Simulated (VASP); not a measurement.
# NiO (zincblende type) (F-43m) in VASP: notebook

The runs below take NiO (zincblende type) through electric field gradients, with PBE.

Everything below comes from runs of VASP 6.6.1. Logs are shortened: lines on timing, memory, paths and dates and some standing lists are left out, and cuts for length are marked.

## 1. The cell of the first run

Symmetry: F-43m, No. 216, cubic system. The conventional cell has a = 4.555 Å, b = 4.555 Å, c = 4.555 Å, α = 90.00°, β = 90.00°, γ = 90.00°. Ni (site symmetry -43m) has 4 O at 1.97 Å within 2.6 Å. Within 2.6 Å of O (site symmetry -43m) lie 4 Ni at 1.97 Å.

## 2. Electric field gradients, PBE, collinear spin, ferromagnetic start (volume scaled by 1.05)

INCAR reads:

```
PREC = Accurate
ENCUT = 520
EDIFF = 1E-8
ISMEAR = -1
SIGMA = 0.03
LREAL = False
LASPH = True
NELM = 150
ALGO = Normal
ISIF = 2
LWAVE = False
LCHARG = False
ISPIN = 2
MAGMOM = 1.5 0
LORBIT = 11
LMAXMIX = 4
GGA = PE
LEFG = True
NBANDS = 19
```

KPOINTS reads:

```
Automatic mesh
0
Gamma
  14 14 14
```

POSCAR reads:

```
NiO
1.0
    0.0000000000      2.2774489596      2.2774489596
    2.2774489596      0.0000000000      2.2774489596
    2.2774489596      2.2774489596      0.0000000000
Ni O
1 1
Direct
    0.0000000000      0.0000000000      0.0000000000
    0.2500000000      0.2500000000      0.2500000000
```

Potentials or basis: VASP PAW PBE potentials, release 64 (Ni, O).

On the command line:

```sh
$ cat potpaw_PBE.64/Ni/POTCAR potpaw_PBE.64/O/POTCAR > POTCAR
$ mpirun -np 1 vasp_std > vasp.out
```

OUTCAR:

```text
PREC = Accurate
   ENCUT = 520
   EDIFF = 1E-8
   ISMEAR = -1
   LREAL = False
   LASPH = True
   NELM = 150
   ISIF = 2
   ISPIN = 2
   LORBIT = 11
   GGA = PE

 ion  position               nearest neighbor table
   1  0.000  0.000  0.000-   2 1.97   2 1.97   2 1.97   2 1.97
   2  0.250  0.250  0.250-   1 1.97   1 1.97   1 1.97   1 1.97

  LATTYP: Found a face centered cubic cell.
 ALAT       =     4.5548979192

  Lattice vectors:

 A1 = (   0.0000000000,   2.2774489596,   2.2774489596)
 A2 = (   2.2774489596,   0.0000000000,   2.2774489596)
 A3 = (   2.2774489596,   2.2774489596,   0.0000000000)

Analysis of symmetry for initial positions (statically):
=====================================================================
 Subroutine PRICEL returns:
 Original cell was already a primitive cell.

 Routine SETGRP: Setting up the symmetry group for a
 face centered cubic supercell.

 Subroutine GETGRP returns: Found 24 space group operations
 (whereof 24 operations were pure point group operations)
 out of a pool of 48 trial point group operations.

The static configuration has the point symmetry T_d .

Analysis of symmetry for dynamics (positions and initial velocities):
=====================================================================
 Subroutine PRICEL returns:
 Original cell was already a primitive cell.

 Routine SETGRP: Setting up the symmetry group for a
 face centered cubic supercell.

 Subroutine GETGRP returns: Found 24 space group operations
 (whereof 24 operations were pure point group operations)
 out of a pool of 48 trial point group operations.

The dynamic configuration has the point symmetry T_d .

Analysis of structural, dynamic, and magnetic symmetry:
=====================================================================
 Subroutine PRICEL returns:
 Original cell was already a primitive cell.

 Routine SETGRP: Setting up the symmetry group for a
 face centered cubic supercell.

 Subroutine GETGRP returns: Found 24 space group operations
 (whereof 24 operations were pure point group operations)
 out of a pool of 48 trial point group operations.

The overall configuration has the point symmetry T_d .
[... 151 lines left out ...]
 Fermi energy:         5.0167958521

 spin component 1

 k-point     1 :       0.0000    0.0000    0.0000
  band No.  band energies     occupation
      1     -14.5704      1.00000
      2      -0.6802      1.00000
      3      -0.6802      1.00000
      4      -0.6802      1.00000
      5       2.6529      1.00000
      6       2.6530      1.00000
[... 517 lines left out ...]
     18      30.9453      0.00000
     19      31.7412      0.00000

 [... further k-points ...]

 spin component 2

 k-point     1 :       0.0000    0.0000    0.0000
  band No.  band energies     occupation
      1     -13.9394      1.00000
      2       0.3668      1.00000
      3       0.3668      1.00000
      4       0.3668      1.00000
      5       3.7312      1.00000
      6       3.7312      1.00000
[... 517 lines left out ...]
     18      31.2046      0.00000
     19      32.0403      0.00000

 [... further k-points ...]
[... 5 lines left out ...]
  --------------------------------------------------------------------------------------
  -------------------------------------------------------------------------------------
  Total       -0.9093618     -0.9093618     -0.9093618     -0.0000000      0.0000000      0.0000000
  in kB      -61.6696313    -61.6696313    -61.6696313     -0.0000000      0.0000000      0.0000000
  external PRESSURE =     -61.6696313 kB  Pullay stress =       0.0000000 kB

 VOLUME and BASIS-vectors are now :
 -----------------------------------------------------------------------------
  energy-cutoff  :      520.00
  volume of cell :       23.63
      direct lattice vectors                 reciprocal lattice vectors
     0.000000000  2.277448960  2.277448960    -0.219543888  0.219543888  0.219543888
     2.277448960  0.000000000  2.277448960     0.219543888 -0.219543888  0.219543888
     2.277448960  2.277448960  0.000000000     0.219543888  0.219543888 -0.219543888

 POSITION                                       TOTAL-FORCE (eV/Angst)
 -----------------------------------------------------------------------------------
      0.00000      0.00000      0.00000         0.000000      0.000000      0.000000
      1.13872      1.13872      1.13872        -0.000000     -0.000000     -0.000000
 -----------------------------------------------------------------------------------
    total drift:                                0.000001      0.000001      0.000001

  FREE ENERGIE OF THE ION-ELECTRON SYSTEM (eV)
  ---------------------------------------------------
  free  energy   TOTEN  =       -11.5773484876 eV

  energy  without entropy=      -11.5720879122  energy(sigma->0) =      -11.57471820

 Electric field gradients (V/A^2)
---------------------------------------------------------------------
 ion       V_xx      V_yy      V_zz      V_xy      V_xz      V_yz
---------------------------------------------------------------------
   1      -0.000     0.000     0.000     0.003     0.003     0.003
   2       0.000    -0.000    -0.000     0.003     0.003     0.003
---------------------------------------------------------------------

 Electric field gradients after diagonalization (V/A^2)
 (convention: |V_zz| > |V_xx| > |V_yy|)
----------------------------------------------------------------------
 ion       V_xx      V_yy      V_zz     asymmetry (V_yy - V_xx)/ V_zz
----------------------------------------------------------------------
   1      -0.003    -0.003     0.005       0.000
   2      -0.003    -0.003     0.005       0.000
----------------------------------------------------------------------

           NMR quadrupolar parameters

 Cq : quadrupolar parameter    Cq=e*Q*V_zz/h
 eta: asymmetry parameters     (V_yy - V_xx)/ V_zz
 Q  : nuclear electric quadrupole moment in mb (millibarn)
----------------------------------------------------------------------
 ion       Cq(MHz)       eta       Q (mb)
----------------------------------------------------------------------
   1       0.000       0.000       1.000
   2       0.000       0.000       1.000
----------------------------------------------------------------------

 total charge

# of ion       s       p       d       tot
------------------------------------------
    1        0.363   0.435   8.212   9.010
    2        1.555   3.395   0.000   4.951
--------------------------------------------------
tot          1.918   3.830   8.212  13.960

 magnetization (x)

# of ion       s       p       d       tot
------------------------------------------
    1        0.003   0.036   1.500   1.540
    2        0.016   0.360   0.000   0.376
--------------------------------------------------
tot          0.020   0.396   1.500   1.916
```

Wall time 37 s (1 thread of Intel Xeon 6975P-C (Granite Rapids), shared host); peak memory 0.2 GiB.

Results:

```yaml
Free_energy: -11.5773 eV
Pressure: -6.2 GPa
Band_gap_on_the_k_mesh: zero (filled and empty bands overlap)
Net_moment: 1.98 μB per cell
Site_moments: Ni +1.54; O +0.38 μB
Valence_electrons_inside_the_program's_atomic_spheres: Ni 9.01; O 4.95
```

Caveat: without QUAD_EFG the Cq values of the log hold for a quadrupole moment of 1 mb, not for the nuclei; a cell with one magnetic atom can't hold antiferromagnetic order, which such compounds often take; semilocal functionals often make such compounds metallic where correlation or magnetic order opens a gap, which also shifts bond lengths.

## 3. Electric field gradients, PBE, collinear spin, ferromagnetic start (volume scaled by 1.05)

INCAR reads:

```
SYSTEM = NiO
  PREC = Accurate
  ENCUT = 520
  EDIFF = 1E-8
  ISMEAR = -1
  SIGMA = 0.03
  LREAL = .False.
  LASPH = .True.
  NELM = 150
  ALGO = Normal
  ISIF = 2
  LWAVE = .False.
  LCHARG = .False.
  ISPIN = 2
  MAGMOM = 1.5 0
  LORBIT = 11
  LMAXMIX = 4
  GGA = PE
  LEFG = .True.
  NBANDS = 19
```

KPOINTS reads:

```
Automatic mesh
0
Gamma
  14 14 14
  0 0 0
```

POSCAR is that of step 2.

Potentials or basis: VASP PAW PBE potentials, release 64 (Ni, O).

On the command line:

```sh
$ cat potpaw_PBE.64/Ni/POTCAR potpaw_PBE.64/O/POTCAR > POTCAR
$ mpirun -np 1 vasp_std > vasp.out
```

OUTCAR:

```text
SYSTEM = NiO
   PREC = Accurate
   ENCUT = 520
   EDIFF = 1E-8
   ISMEAR = -1
   LREAL = .False.
   LASPH = .True.
   NELM = 150
   ISIF = 2
   ISPIN = 2
   LORBIT = 11
   GGA = PE

 ion  position               nearest neighbor table
   1  0.000  0.000  0.000-   2 1.97   2 1.97   2 1.97   2 1.97
   2  0.250  0.250  0.250-   1 1.97   1 1.97   1 1.97   1 1.97

  LATTYP: Found a face centered cubic cell.
 ALAT       =     4.5548979192

  Lattice vectors:

 A1 = (   0.0000000000,   2.2774489596,   2.2774489596)
 A2 = (   2.2774489596,   0.0000000000,   2.2774489596)
 A3 = (   2.2774489596,   2.2774489596,   0.0000000000)

Analysis of symmetry for initial positions (statically):
=====================================================================
 Subroutine PRICEL returns:
 Original cell was already a primitive cell.

 Routine SETGRP: Setting up the symmetry group for a
 face centered cubic supercell.

 Subroutine GETGRP returns: Found 24 space group operations
 (whereof 24 operations were pure point group operations)
[... 1272 lines left out ...]
    total drift:                                0.000001      0.000001      0.000001

  FREE ENERGIE OF THE ION-ELECTRON SYSTEM (eV)
  ---------------------------------------------------
  free  energy   TOTEN  =       -11.5773484876 eV

  energy  without entropy=      -11.5720879122  energy(sigma->0) =      -11.57471820

 Electric field gradients (V/A^2)
---------------------------------------------------------------------
 ion       V_xx      V_yy      V_zz      V_xy      V_xz      V_yz
---------------------------------------------------------------------
   1      -0.000     0.000     0.000     0.003     0.003     0.003
   2       0.000    -0.000    -0.000     0.003     0.003     0.003
---------------------------------------------------------------------

 Electric field gradients after diagonalization (V/A^2)
 (convention: |V_zz| > |V_xx| > |V_yy|)
----------------------------------------------------------------------
 ion       V_xx      V_yy      V_zz     asymmetry (V_yy - V_xx)/ V_zz
----------------------------------------------------------------------
   1      -0.003    -0.003     0.005       0.000
   2      -0.003    -0.003     0.005       0.000
----------------------------------------------------------------------

           NMR quadrupolar parameters

 Cq : quadrupolar parameter    Cq=e*Q*V_zz/h
 eta: asymmetry parameters     (V_yy - V_xx)/ V_zz
 Q  : nuclear electric quadrupole moment in mb (millibarn)
----------------------------------------------------------------------
 ion       Cq(MHz)       eta       Q (mb)
----------------------------------------------------------------------
   1       0.000       0.000       1.000
   2       0.000       0.000       1.000
----------------------------------------------------------------------

 total charge

# of ion       s       p       d       tot
------------------------------------------
    1        0.363   0.435   8.212   9.010
    2        1.555   3.395   0.000   4.951
--------------------------------------------------
tot          1.918   3.830   8.212  13.960

 magnetization (x)

# of ion       s       p       d       tot
------------------------------------------
    1        0.003   0.036   1.500   1.540
    2        0.016   0.360   0.000   0.376
--------------------------------------------------
tot          0.020   0.396   1.500   1.916
```

Run time: 33 s. Hardware: 1 thread of Intel Xeon 6975P-C (Granite Rapids), shared host; peak memory 0.19 GiB.

Results:

* Free energy: -11.5773 eV
* Pressure: -6.2 GPa
* Band gap on the k mesh: zero (filled and empty bands overlap)
* Net moment: 1.98 μB per cell
* Site moments: Ni +1.54; O +0.38 μB
* Valence electrons inside the program's atomic spheres: Ni 9.01; O 4.95

Caveat: without QUAD_EFG the Cq values of the log hold for a quadrupole moment of 1 mb, not for the nuclei; a cell with one magnetic atom can't hold antiferromagnetic order, which such compounds often take; semilocal functionals often make such compounds metallic where correlation or magnetic order opens a gap, which also shifts bond lengths.

## 4. Electric field gradients, PBE, collinear spin, ferromagnetic start (volume scaled by 0.95)

INCAR reads:

```
SYSTEM = NiO
PREC = Accurate
ENCUT = 520
EDIFF = 1E-8
ISMEAR = -1
SIGMA = 0.03
LREAL = .False.
LASPH = .True.
NELM = 150
ALGO = Normal
ISIF = 2
LWAVE = .False.
LCHARG = .False.
ISPIN = 2
MAGMOM = 1.5 0
LORBIT = 11
LMAXMIX = 4
GGA = PE
LEFG = .True.
NBANDS = 19
```

KPOINTS reads:

```
regular mesh
0
Gamma
  14 14 14
  0 0 0
```

POSCAR reads:

```
NiO
1.0
    0.0000000000      2.2027240222      2.2027240222
    2.2027240222      0.0000000000      2.2027240222
    2.2027240222      2.2027240222      0.0000000000
Ni O
1 1
Direct
    0.0000000000      0.0000000000      0.0000000000
    0.2500000000      0.2500000000      0.2500000000
```

Potentials or basis: VASP PAW PBE potentials, release 64 (Ni, O).

On the command line:

```sh
$ cat potpaw_PBE.64/Ni/POTCAR potpaw_PBE.64/O/POTCAR > POTCAR
$ mpirun -np 1 vasp_std > vasp.out
```

OUTCAR:

```text
SYSTEM = NiO
   PREC = Accurate
   ENCUT = 520
   EDIFF = 1E-8
   ISMEAR = -1
   LREAL = .False.
   LASPH = .True.
   NELM = 150
   ISIF = 2
   ISPIN = 2
   LORBIT = 11
   GGA = PE

 ion  position               nearest neighbor table
   1  0.000  0.000  0.000-   2 1.91   2 1.91   2 1.91   2 1.91
   2  0.250  0.250  0.250-   1 1.91   1 1.91   1 1.91   1 1.91

  LATTYP: Found a face centered cubic cell.
 ALAT       =     4.4054480444

  Lattice vectors:

 A1 = (   0.0000000000,   2.2027240222,   2.2027240222)
 A2 = (   2.2027240222,   0.0000000000,   2.2027240222)
 A3 = (   2.2027240222,   2.2027240222,   0.0000000000)

Analysis of symmetry for initial positions (statically):
[... 1298 lines left out ...]
 (convention: |V_zz| > |V_xx| > |V_yy|)
----------------------------------------------------------------------
 ion       V_xx      V_yy      V_zz     asymmetry (V_yy - V_xx)/ V_zz
----------------------------------------------------------------------
   1      -0.001    -0.001     0.002       0.000
   2       0.001     0.001    -0.001       0.000
----------------------------------------------------------------------

           NMR quadrupolar parameters

 Cq : quadrupolar parameter    Cq=e*Q*V_zz/h
 eta: asymmetry parameters     (V_yy - V_xx)/ V_zz
 Q  : nuclear electric quadrupole moment in mb (millibarn)
----------------------------------------------------------------------
 ion       Cq(MHz)       eta       Q (mb)
----------------------------------------------------------------------
   1       0.000       0.000       1.000
   2      -0.000       0.000       1.000
----------------------------------------------------------------------

 total charge

# of ion       s       p       d       tot
------------------------------------------
    1        0.399   0.529   8.279   9.207
    2        1.557   3.440   0.000   4.997
--------------------------------------------------
tot          1.956   3.968   8.279  14.204

 magnetization (x)

# of ion       s       p       d       tot
------------------------------------------
    1        0.003   0.042   1.374   1.419
    2        0.016   0.320   0.000   0.336
--------------------------------------------------
tot          0.019   0.361   1.374   1.754
```

stdout:

```text
POSCAR found type information on POSCAR NiO
 POSCAR found :  2 types and       2 ions
 scaLAPACK will be used
 LDA part: xc-table for (Slater+PW92), standard interpolation
 POSCAR, INCAR and KPOINTS ok, starting setup
 FFT: planning ... GRIDC
 FFT: planning ... GRID_SOFT
 FFT: planning ... GRID
 WAVECAR not read
 entering main loop
ion   1

ion   2
```

Run time: 43 s. Hardware: 1 thread of Intel Xeon Platinum 8488C (Sapphire Rapids), shared host; peak memory 0.19 GiB.

Results:

```
Free energy                                           : -11.5685 eV
Pressure                                              : 8.3 GPa
Net moment                                            : 1.81 μB per cell
Site moments                                          : Ni +1.42; O +0.34 μB
Valence electrons inside the program's atomic spheres : Ni 9.21; O 5.00
```

Caveat: without QUAD_EFG the Cq values of the log hold for a quadrupole moment of 1 mb, not for the nuclei; a cell with one magnetic atom can't hold antiferromagnetic order, which such compounds often take; semilocal functionals often make such compounds metallic where correlation or magnetic order opens a gap, which also shifts bond lengths.
